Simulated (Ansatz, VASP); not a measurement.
**LiCl in VASP and in Ansatz**

Contents of POSCAR:

```
LiCl
1.0
    0.0000000000      2.5647700000      2.5647700000
    2.5647700000      0.0000000000      2.5647700000
    2.5647700000      2.5647700000      0.0000000000
Li Cl
1 1
Direct
    0.0000000000      0.0000000000      0.0000000000
    0.5000000000      0.5000000000      0.5000000000
```

The input INCAR.step1:

```
SYSTEM = LiCl
ALGO     = Normal         ! electronic algorithm
EDIFF    = 1E-5           ! SCF threshold, eV
ENCUT    = 650            ! plane-wave cutoff, eV
GGA      = PE             ! functional
GGA_COMPAT= .False.      
ISIF     = 2              ! what is computed and relaxed
ISMEAR   = 0              ! smearing method
LASPH    = .True.         ! aspherical terms in the spheres
LCHARG   = .False.        ! write CHGCAR
LREAL    = .False.        ! projectors in reciprocal space
LWAVE    = .True.         ! write WAVECAR
NBANDS   = 12             ! bands
NELM     = 120            ! most SCF steps
PREC     = Accurate       ! precision mode
SIGMA    = 0.15           ! smearing width, eV
```

Contents of INCAR.step2:

```
SYSTEM = LiCl
ALGO     = Normal         ! electronic algorithm
EDIFF    = 1E-6           ! SCF threshold, eV
ENCUT    = 650            ! plane-wave cutoff, eV
GGA      = PE             ! functional
GGA_COMPAT= .False.      
HFSCREEN = 0.2079         ! screening, 1/A
ISIF     = 2              ! what is computed and relaxed
ISMEAR   = 0              ! smearing method
ISTART   = 1            
LASPH    = .True.         ! aspherical terms in the spheres
LCHARG   = .False.        ! write CHGCAR
LHFCALC  = .True.         ! exact exchange
LREAL    = .False.        ! projectors in reciprocal space
LWAVE    = .False.        ! write WAVECAR
NBANDS   = 12             ! bands
NELM     = 120            ! most SCF steps
PREC     = Accurate       ! precision mode
PRECFOCK = Normal       
SIGMA    = 0.15           ! smearing width, eV
```

KPOINTS

```
k-points
0
Gamma
  2 2 2
  0 0 0
```

Input for Ansatz:

```yaml
crystal:
  lattice:
    - [0.0, 2.56477, 2.56477]
    - [2.56477, 0.0, 2.56477]
    - [2.56477, 2.56477, 0.0]
  atoms:
    - { symbol: Li, position: [0.0, 0.0, 0.0] }
    - { symbol: Cl, position: [0.5, 0.5, 0.5] }
basis:
  ecutwfc: 435.382179935808
kpoints:
  mp_grid:
    grid: [2, 2, 2]
hamiltonian:
  xc: hse06
scf:
  n_extra_bands: 8
  occupations:
    method: gaussian
    width: 0.15
  eigensolver:
    kind: davidson
    mixed_precision: false
output:
  eigenvalues: true
```

Alike in both runs: task single point; functional HSE06; k mesh 2 × 2 × 2; occupations gaussian, width 0.15 eV; no spin polarisation.

|  | VASP | Ansatz |
| --- | --- | --- |
| version | VASP 6.6.1 | Ansatz 0.2.0 |
| potentials or method | VASP PAW PBE potentials, release 64 (Li_sv, Cl), cutoff 650 eV | plane waves, PAW |
| valence electrons in the cell | 10 | 10 |

VASP gave:

- gap on the k mesh at the Fermi level (eV): 7.83

**Question.** Which values does Ansatz return?

**Answer.** gap on the k mesh at the Fermi level (eV): 7.76.

The k mesh is coarse, so the values compare programs but aren't converged.
